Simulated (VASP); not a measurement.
# KCl in VASP: notebook

KCl is run at these levels: PBEsol; tasks: single point, relaxation of cell and atoms.

Program: VASP 6.6.1. These are calculated values, not measurements. Logs are shortened: lines on timing, memory, paths and dates and some standing lists are left out, and cuts for length are marked.

## Step 1: The cell of the first run

Symmetry: P6_3/mmc, No. 194, hexagonal system. The conventional cell has a = 5.293 Å, b = 5.293 Å, c = 6.193 Å, α = 90.00°, β = 90.00°, γ = 120.00°. K (site symmetry -6m2) has 5 Cl at 3.06 to 3.10 Å within 4.0 Å. Cl (site symmetry -6m2) has 5 K at 3.06 to 3.10 Å within 4.0 Å.

## Step 2: Single point, PBEsol

File INCAR:

```
SYSTEM = KCl
  PREC = Accurate
  ENCUT = 520
  EDIFF = 1E-6
  ISMEAR = -1
  SIGMA = 0.03
  LREAL = .False.
  LASPH = .True.
  NELM = 60
  ALGO = Normal
  ISIF = 2
  LWAVE = .False.
  LCHARG = .True.
  GGA = PS
  LELF = .True.
  LVHAR = .True.
  NBANDS = 24
```

File KPOINTS:

```
Automatic mesh
0
Gamma
  6 6 4
  0 0 0
```

File POSCAR:

```
KCl
1.0
    5.2930416173      0.0000000000      0.0000000000
   -2.6465208086      4.5839085039      0.0000000000
    0.0000000000      0.0000000000      6.1927240883
K Cl
2 2
Direct
    0.3333333333      0.6666666667      0.2500000000
    0.6666666667      0.3333333333      0.7500000000
    0.6666666667      0.3333333333      0.2500000000
    0.3333333333      0.6666666667      0.7500000000
```

Potentials or basis: VASP PAW PBE potentials, release 64 (K_sv, Cl).

Command:

```
cat potpaw_PBE.64/K_sv/POTCAR potpaw_PBE.64/Cl/POTCAR > POTCAR
mpirun -np 1 vasp_std > vasp.out
```

OUTCAR:

```text
SYSTEM = KCl
   PREC = Accurate
   ENCUT = 520
   EDIFF = 1E-6
   ISMEAR = -1
   LREAL = .False.
   LASPH = .True.
   NELM = 60
   ISIF = 2
   GGA = PS

 ion  position               nearest neighbor table
   1  0.333  0.667  0.250-   3 3.06   3 3.06   3 3.06   4 3.10   4 3.10
   2  0.667  0.333  0.750-   4 3.06   4 3.06   4 3.06   3 3.10   3 3.10
   3  0.667  0.333  0.250-   1 3.06   1 3.06   1 3.06   2 3.10   2 3.10
   4  0.333  0.667  0.750-   2 3.06   2 3.06   2 3.06   1 3.10   1 3.10

  LATTYP: Found a hexagonal cell.
 ALAT       =     5.2930416173
 C/A-ratio  =     1.1699745696

  Lattice vectors:

 A1 = (   5.2930416173,   0.0000000000,   0.0000000000)
 A2 = (  -2.6465208086,   4.5839085039,   0.0000000000)
 A3 = (   0.0000000000,   0.0000000000,   6.1927240883)

Analysis of symmetry for initial positions (statically):
=====================================================================
 Subroutine PRICEL returns:
 Original cell was already a primitive cell.

 Routine SETGRP: Setting up the symmetry group for a
 hexagonal supercell.

 Subroutine GETGRP returns: Found 24 space group operations
 (whereof 12 operations were pure point group operations)
 out of a pool of 24 trial point group operations.

The static configuration has the point symmetry D_3d.
 The point group associated with its full space group is D_6h.

Analysis of symmetry for dynamics (positions and initial velocities):
=====================================================================
 Subroutine PRICEL returns:
 Original cell was already a primitive cell.

 Routine SETGRP: Setting up the symmetry group for a
 hexagonal supercell.

 Subroutine GETGRP returns: Found 24 space group operations
 (whereof 12 operations were pure point group operations)
 out of a pool of 24 trial point group operations.

The dynamic configuration has the point symmetry D_3d.
 The point group associated with its full space group is D_6h.

 Subroutine INISYM returns: Found 24 space group operations
 (whereof 12 operations are pure point group operations),
 and found     1 'primitive' translations

----------------------------------------------------------------------------------------

                                     Primitive cell

  volume of cell :     150.2529

  direct lattice vectors                    reciprocal lattice vectors
     5.293041617  0.000000000  0.000000000     0.188927288  0.109077221  0.000000000
    -2.646520809  4.583908504  0.000000000     0.000000000  0.218154442  0.000000000
     0.000000000  0.000000000  6.192724088     0.000000000  0.000000000  0.161479825

  length of vectors
     5.293041617  5.293041617  6.192724088     0.218154442  0.218154442  0.161479825

  position of ions in fractional coordinates (direct lattice)
     0.333333333  0.666666667  0.250000000
     0.666666667  0.333333333  0.750000000
     0.666666667  0.333333333  0.250000000
     0.333333333  0.666666667  0.750000000

  ion indices of the primitive-cell ions
   primitive index   ion index
                 1           1
                 2           2
                 3           3
                 4           4

----------------------------------------------------------------------------------------

 KPOINTS: Automatic mesh

Automatic generation of k-mesh.
 Grid dimensions read from file:
 generate k-points for:    6    6    4

 Generating k-lattice:

  Cartesian coordinates                     Fractional coordinates (reciprocal lattice)
     0.031487881  0.018179537  0.000000000     0.166666667 -0.000000000  0.000000000
     0.000000000  0.036359074  0.000000000     0.000000000  0.166666667  0.000000000
     0.000000000  0.000000000  0.040369956     0.000000000  0.000000000  0.250000000

  Length of vectors
     0.036359074  0.036359074  0.040369956

  Shift w.r.t. Gamma in fractional coordinates (k-lattice)
     0.000000000  0.000000000  0.000000000

 Subroutine IBZKPT returns following result:
 ===========================================

 Found     21 irreducible k-points:

 Following reciprocal coordinates:
            Coordinates               Weight
  0.000000  0.000000  0.000000      1.000000
  0.166667 -0.000000  0.000000      6.000000
  0.333333 -0.000000  0.000000      6.000000
  0.500000 -0.000000  0.000000      3.000000
  0.166667  0.166667  0.000000      6.000000
  0.333333  0.166667  0.000000     12.000000
[... 13 lines left out ...]
  0.333333  0.166667  0.500000     12.000000
  0.333333  0.333333  0.500000      2.000000
   k-points           NKPTS =     21   k-points in BZ     NKDIM =     21   number of bands    NBANDS=     24
   number of dos      NEDOS =    301   number of ions     NIONS =      4
   total plane-waves  NPLWV =  76800
   dimension x,y,z NGX =    40 NGY =   40 NGZ =   48
   dimension x,y,z NGXF=    80 NGYF=   80 NGZF=   96
   ions per type =               2   2
   NGX,Y,Z   is equivalent  to a cutoff of  12.56, 12.56, 12.89 a.u.
   NGXF,Y,Z  is equivalent  to a cutoff of  25.13, 25.13, 25.77 a.u.
 SYSTEM =  KCl
   PREC   = accura    normal or accurate (medium, high low for compatibility)
   ISTART =      0    job   : 0-new  1-cont  2-samecut
   ICHARG =      2    charge: 1-file 2-atom 10-const
   ISPIN  =      1    spin polarized calculation?
   LNONCOLLINEAR =      F non collinear calculations
   LSORBIT =      F    spin-orbit coupling
   LASPH  =      T    aspherical Exc in radial PAW
   ENCUT  =  520.0 eV  38.22 Ry    6.18 a.u.   9.84  9.84 11.51*2*pi/ulx,y,z
   NELM   =     60;   NELMIN=  2; NELMDL= -5     # of ELM steps
   EDIFF  = 0.1E-05   stopping-criterion for ELM
   LREAL  =      F    real-space projection
   EDIFFG = 0.1E-04   stopping-criterion for IOM
   NSW    =      0    number of steps for IOM
   IBRION =     -1    ionic relax: 0-MD 1-quasi-New 2-CG
   NFREE  =      0    steps in history (QN), initial steepest desc. (CG)
   ISIF   =      2    stress and relaxation
   ISYM   =      2    0-nonsym 1-usesym 2-fastsym
   POTIM  = 0.5000    time-step for ionic-motion
   TEBEG  =    0.0;   TEEND  =   0.0 temperature during run
   PSTRESS=    0.0 pullay stress
   NELECT =      32.0000    total number of electrons
   NUPDOWN=      -1.0000    fix difference up-down
   EMIN   =  10.00;   EMAX   =-10.00  energy-range for DOS
   EFERMI =   0.00;   METHOD = LEGACY
   ISMEAR =    -1;   SIGMA  =   0.03  broadening in eV -4-tet -1-fermi 0-gaus
   EFERMI_NEDOS =   21; number of points for ismear=-14 and -15
   IALGO  =     38    algorithm
   IMIX   =      4    mixing-type and parameters
     AMIX     =   0.40;   BMIX     =  1.00
     AMIX_MAG =   1.60;   BMIX_MAG =  1.00
  volume/ion in A,a.u.               =      37.56       253.49
  Fermi-wavevector in a.u.,A,eV,Ry     =   0.977651  1.847492 13.004467  0.955801
  Thomas-Fermi vector in A             =   2.108365
   LORBIT       =      0    0 simple, 1 ext, 2 COOP (PROOUT), +10 PAW based schemes
   GGA     = PS    functional components
   LHFCALC =     F    Hartree Fock is set to
   AEXX    =    0.0000 exact exchange contribution
   IVDW    =     0    specifies the selected vdW correction
   LEPSILON=     F    determine dielectric tensor
   LRPA    =     F    only Hartree local field effects (RPA)
 non-spin polarized calculation
  energy-cutoff  :      520.00
  volume of cell :      150.25
 maximum number of plane-waves:      4080
 NGX is ok and might be reduce to    40
   NGX = 19   NGY = 19   NGZ = 23

 number of electron      32.0000002 magnetization

 Free energy of the ion-electron system (eV)
  ---------------------------------------------------
  ext. energy  EPLUGINS =         0.00000000
  ---------------------------------------------------
  free energy    TOTEN  =       -13.84428003 eV

  energy without entropy =      -13.84428003  energy(sigma->0) =      -13.84428003

 E-fermi :  -1.9415     XC(G=0):  -6.7048

 val. band max:       -2.5989361874   @ k =   0.0000   0.0000   0.0000
 cond. band min:       2.2065265631   @ k =   0.0000   0.0000   0.0000
 fundamental gap:      4.8054627505
 Fermi energy:        -1.9414527228

 k-point     1 :       0.0000    0.0000    0.0000
  band No.  band energies     occupation
      1     -29.7328      2.00000
      2     -29.7181      2.00000
      3     -14.6589      2.00000
      4     -14.5664      2.00000
      5     -13.3970      2.00000
      6     -13.3485      2.00000
[... 16 lines left out ...]
     23       6.5514      0.00000
     24       6.9689      0.00000

 k-point     2 :       0.1667   -0.0000    0.0000
  band No.  band energies     occupation
      1     -29.7317      2.00000
      2     -29.7187      2.00000
      3     -14.6925      2.00000
      4     -14.6156      2.00000
      5     -13.3879      2.00000
      6     -13.3535      2.00000
[... 16 lines left out ...]
     23       6.5815      0.00000
     24       6.6884      0.00000

 k-point     3 :       0.3333   -0.0000    0.0000
  band No.  band energies     occupation
      1     -29.7289      2.00000
      2     -29.7204      2.00000
      3     -14.7509      2.00000
      4     -14.7061      2.00000
      5     -13.3650      2.00000
      6     -13.3628      2.00000
[... 16 lines left out ...]
     23       6.6919      0.00000
     24       6.7777      0.00000

 k-point     4 :       0.5000   -0.0000    0.0000
  band No.  band energies     occupation
      1     -29.7268      2.00000
      2     -29.7219      2.00000
      3     -14.7738      2.00000
      4     -14.7512      2.00000
      5     -13.3673      2.00000
      6     -13.3469      2.00000
[... 16 lines left out ...]
     23       6.6645      0.00000
     24       7.0522      0.00000

 k-point     5 :       0.1667    0.1667    0.0000
  band No.  band energies     occupation
      1     -29.7297      2.00000
      2     -29.7198      2.00000
      3     -14.7375      2.00000
      4     -14.6838      2.00000
      5     -13.3716      2.00000
      6     -13.3632      2.00000
[... 16 lines left out ...]
     23       6.7648      0.00000
     24       6.9034      0.00000

 k-point     6 :       0.3333    0.1667    0.0000
  band No.  band energies     occupation
      1     -29.7268      2.00000
      2     -29.7219      2.00000
      3     -14.7742      2.00000
      4     -14.7500      2.00000
      5     -13.3742      2.00000
      6     -13.3470      2.00000
[... 16 lines left out ...]
     23       6.6794      0.00000
     24       7.0159      0.00000
[... 298 lines left out ...]
 k-point    18 :       0.5000   -0.0000    0.5000
  band No.  band energies     occupation
      1     -29.7242      2.00000
      2     -29.7242      2.00000
      3     -14.8671      2.00000
      4     -14.8671      2.00000
      5     -13.3304      2.00000
      6     -13.3304      2.00000
[... 16 lines left out ...]
     23       6.7341      0.00000
     24       6.7341      0.00000

 k-point    19 :       0.1667    0.1667    0.5000
  band No.  band energies     occupation
      1     -29.7246      2.00000
      2     -29.7246      2.00000
      3     -14.8217      2.00000
      4     -14.8217      2.00000
      5     -13.3287      2.00000
      6     -13.3287      2.00000
[... 16 lines left out ...]
     23       6.8871      0.00000
     24       6.8871      0.00000

 k-point    20 :       0.3333    0.1667    0.5000
  band No.  band energies     occupation
      1     -29.7242      2.00000
      2     -29.7242      2.00000
      3     -14.8667      2.00000
      4     -14.8667      2.00000
      5     -13.3351      2.00000
      6     -13.3351      2.00000
[... 16 lines left out ...]
     23       6.6848      0.00000
     24       6.6848      0.00000

 k-point    21 :       0.3333    0.3333    0.5000
  band No.  band energies     occupation
      1     -29.7240      2.00000
      2     -29.7240      2.00000
      3     -14.8808      2.00000
      4     -14.8808      2.00000
      5     -13.3408      2.00000
      6     -13.3408      2.00000
[... 16 lines left out ...]
     23       6.6286      0.00000
     24       6.6286      0.00000

------------------------ aborting loop because EDIFF is reached ----------------------------------------

  FORCE on cell =-STRESS in cart. coord.  units (eV):
  Direction    XX          YY          ZZ          XY          YZ          ZX
  --------------------------------------------------------------------------------------
  -------------------------------------------------------------------------------------
  Total        0.0613241      0.0613241      0.0197829      0.0000000     -0.0000000      0.0000000
  in kB        0.6539112      0.6539112      0.2109494      0.0000000     -0.0000000      0.0000000
  external PRESSURE =       0.5062572 kB  Pullay stress =       0.0000000 kB

 VOLUME and BASIS-vectors are now :
 -----------------------------------------------------------------------------
  energy-cutoff  :      520.00
  volume of cell :      150.25
      direct lattice vectors                 reciprocal lattice vectors
     5.293041617  0.000000000  0.000000000     0.188927288  0.109077221  0.000000000
    -2.646520809  4.583908504  0.000000000     0.000000000  0.218154442  0.000000000
     0.000000000  0.000000000  6.192724088     0.000000000  0.000000000  0.161479825

 POSITION                                       TOTAL-FORCE (eV/Angst)
 -----------------------------------------------------------------------------------
     -0.00000      3.05594      1.54818         0.000000      0.000000      0.000000
      2.64652      1.52797      4.64454        -0.000000      0.000000      0.000000
      2.64652      1.52797      1.54818         0.000000      0.000000      0.000000
     -0.00000      3.05594      4.64454        -0.000000     -0.000000      0.000000
 -----------------------------------------------------------------------------------
    total drift:                               -0.000000      0.000000     -0.000000

  FREE ENERGIE OF THE ION-ELECTRON SYSTEM (eV)
  ---------------------------------------------------
  free  energy   TOTEN  =       -13.8442800306 eV

  energy  without entropy=      -13.8442800306  energy(sigma->0) =      -13.84428003
```

Wall time 48 s (1 thread of Intel Xeon 6975P-C (Granite Rapids), shared host); peak memory 0.27 GiB.

Results:

```yaml
Free_energy: -13.8443 eV
Pressure: 0.1 GPa
Band_gap_on_the_k_mesh: 4.81 eV
```

Levels at points of the mesh, in eV from the valence-band top:
| k point | band 13 | band 14 | band 15 | band 16 | band 17 | band 18 | band 19 | band 20 |
| --- | --- | --- | --- | --- | --- | --- | --- | --- |
| (0.00, 0.00, 0.00) | -0.46 | -0.30 | -0.30 | 0.00 | 4.81 | 8.11 | 8.11 | 8.14 |
| (0.50, 0.00, 0.00) | -0.45 | -0.40 | -0.22 | -0.15 | 6.54 | 7.28 | 7.34 | 7.46 |
| (0.00, 0.00, 0.50) | -0.40 | -0.40 | -0.40 | -0.40 | 6.11 | 6.11 | 9.47 | 9.47 |
| (0.50, 0.00, 0.50) | -0.32 | -0.32 | -0.30 | -0.30 | 6.95 | 6.95 | 8.68 | 8.68 |

Caveat: the PAW data sets were made with another functional, which shifts forces and pressure a little. A k mesh can miss the band edges.

## Step 3: Relaxation of cell and atoms, PBEsol

This run uses another cell than the first one, of 32.10 Å³/atom.

File INCAR:

```
PREC = Accurate
ENCUT = 600
EDIFF = 1E-6
ISMEAR = -1
SIGMA = 0.03
LREAL = F
LASPH = T
NELM = 100
ALGO = Normal
ISIF = 3
LWAVE = F
LCHARG = F
GGA = PS
IBRION = 2
NSW = 100
EDIFFG = -0.01
```

File KPOINTS:

```
Automatic mesh
0
Gamma
  6 6 4
```

File POSCAR:

```
KCl
1.0
    4.9135588765      0.0000000000      0.0000000000
   -2.4567794382      4.2552668100      0.0000000000
    0.0000000000      0.0000000000      6.1416222000
K Cl
2 2
Direct
    0.3333333333      0.6666666667      0.2500000000
    0.6666666667      0.3333333333      0.7500000000
    0.6666666667      0.3333333333      0.2500000000
    0.3333333333      0.6666666667      0.7500000000
```

Potentials or basis: VASP PAW PBE potentials, release 64 (K_sv, Cl).

Command:

```
cat potpaw_PBE.64/K_sv/POTCAR potpaw_PBE.64/Cl/POTCAR > POTCAR
mpirun -np 1 vasp_std > vasp.out
```

It took 3.4 min on 1 thread of Intel Xeon 6975P-C (Granite Rapids), shared host; peak memory 0.31 GiB.

Results (log left out):

```yaml
Free_energy: -13.8421 eV
Relaxed_volume: 37.69 Å³/atom
Relaxed_cell: a = 5.300 Å, b = 5.300 Å, c = 6.196 Å, α = 90.00°, β = 90.00°, γ = 120.00°
Space_group_after_relaxing_to_0.1_Å: P6_3/mmc (No. 194)
Energy_gained_by_relaxing: 64.2 meV/atom
Ionic_steps: 8
Pressure_after_relaxing: 0.0 GPa
Band_gap_on_the_k_mesh: 4.80 eV
```

Step by step:
```
step  energy change (eV)  largest force (eV/Å)  pressure (GPa)  volume (Å³)
   1              0.0000                0.0000            3.52       128.41
   2             -0.2186                0.0000            1.01       141.91
   3             -0.2518                0.0000            0.18       148.92
   4             -0.2544                0.0000           -0.07       151.40
   5             -0.2544                0.0000           -0.11       151.88
   6             -0.2560                0.0000           -0.06       151.39
   7             -0.2568                0.0000            0.03       150.59
   8             -0.2569                0.0000            0.01       150.75
```

Final structure:
```xyz
4
Lattice="5.3005 0.0000 0.0000 -2.6502 4.5904 0.0000 0.0000 0.0000 6.1957" Properties=species:S:1:pos:R:3 pbc="T T T"
K     0.0000    3.0602    1.5489
K     2.6502    1.5301    4.6468
Cl    2.6502    1.5301    1.5489
Cl    0.0000    3.0602    4.6468
```

Levels at points of the mesh, in eV from the valence-band top:
| k point | band 12 | band 13 | band 14 | band 15 | band 16 | band 17 | band 18 | band 19 | band 20 |
| --- | --- | --- | --- | --- | --- | --- | --- | --- | --- |
| (0.00, 0.00, 0.00) | -0.45 | -0.45 | -0.30 | -0.30 | 0.00 | 4.80 | 8.11 | 8.11 | 8.13 |
| (0.50, 0.00, 0.00) | -0.44 | -0.44 | -0.40 | -0.22 | -0.14 | 6.54 | 7.28 | 7.32 | 7.46 |
| (0.00, 0.00, 0.50) | -0.63 | -0.40 | -0.40 | -0.40 | -0.40 | 6.11 | 6.11 | 9.46 | 9.46 |
| (0.50, 0.00, 0.50) | -0.87 | -0.32 | -0.32 | -0.30 | -0.30 | 6.95 | 6.95 | 8.67 | 8.67 |

Caveat: the volume moved by over 15 % at a fixed basis, so the end points are rough; the PAW data sets were made with another functional, which shifts forces and pressure a little.

(Part 1 of 2 ends here.)
